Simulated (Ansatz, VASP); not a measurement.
# Two plane-wave programs on BeNiTe6

File INCAR:

```
PREC = Accurate
ENCUT = 600
EDIFF = 1E-6
ISMEAR = -4
SIGMA = 0.1
LREAL = F
LASPH = T
NELM = 80
ALGO = Normal
ISIF = 3
LWAVE = F
LCHARG = F
GGA = PE
IBRION = 2
NSW = 60
EDIFFG = -0.01
```

The input KPOINTS:

```
regular mesh
0
Gamma
  4 4 4
```

File POSCAR:

```
BeNiTe6
1.0
    3.2638820000      5.6532070000      0.0000000000
   -3.2638820000      5.6532070000      0.0000000000
    0.0000000000     -3.7688000000      5.8470100000
Be Ni Te
1 1 6
Direct
    0.5000000000      0.5000000000      0.5000000000
    0.0000000000      0.0000000000      0.0000000000
    0.2390000000      0.6190000000      0.7600000000
    0.9020000000      0.2390000000      0.7600000000
    0.6190000000      0.9020000000      0.7600000000
    0.7610000000      0.3810000000      0.2400000000
    0.0980000000      0.7610000000      0.2400000000
    0.3810000000      0.0980000000      0.2400000000
```

Input for Ansatz:

```yaml
crystal:
  lattice:
    - [3.263882, 5.653207, 0.0]
    - [-3.263882, 5.653207, 0.0]
    - [0.0, -3.7688, 5.84701]
  atoms:
    - { symbol: Be, position: [0.5, 0.5, 0.5] }
    - { symbol: Ni, position: [0.0, 0.0, 0.0] }
    - { symbol: Te, position: [0.239, 0.619, 0.76] }
    - { symbol: Te, position: [0.902, 0.239, 0.76] }
    - { symbol: Te, position: [0.619, 0.902, 0.76] }
    - { symbol: Te, position: [0.761, 0.381, 0.24] }
    - { symbol: Te, position: [0.098, 0.761, 0.24] }
    - { symbol: Te, position: [0.381, 0.098, 0.24] }
  symmetry: { tolerance: 0.0003 }
kpoints:
  mp_grid: { grid: [4, 4, 4], shift: [0, 0, 0] }
magnetization:
  spin_polarized: false
scf:
  occupations: { method: tetrahedron_uncorrected }
  mixing: { preconditioner: local_kerker }
hamiltonian:
  pseudopotentials: { kind: paw }
  xc: pbe
basis:
  ecutwfc: 420
output:
  forces: true
  stress: true
  eigenvalues: true
relax:
  max_steps: 40
  cell: {}
```

Alike in both runs: task relaxation of cell and atoms; functional PBE; k mesh 4 × 4 × 4; no spin polarisation.

|  | VASP | Ansatz |
| --- | --- | --- |
| version | VASP 6.6.1 | Ansatz 0.2.0 |
| potentials or method | VASP PAW PBE potentials, release 64 (Be, Ni, Te), cutoff 600 eV | PAW plane waves |
| occupations | tetrahedron | tetrahedron-uncorrected |
| valence electrons in the cell | 48 | 116 |

```tsv
	VASP	Ansatz	Ansatz less VASP
gap on the k mesh at the Fermi level, each at its own relaxed structure (eV)	none	none	-
relaxed volume (Å³/atom)	24.64	24.67	+0.037
relaxed length of the cell vector where the two differ most in proportion (Å)	6.597	6.606	+0.0090
```

A gap of «none» marks a metal or a gap that the smearing closes. VASP's potentials hold 48 valence electrons a cell and Ansatz's 116, so a difference there can come from the potentials and not from the codes. Ansatz's warnings: band table not solved further, forces under tetrahedra, structure snapped to symmetry.

Neither program's run includes spin-orbit coupling.
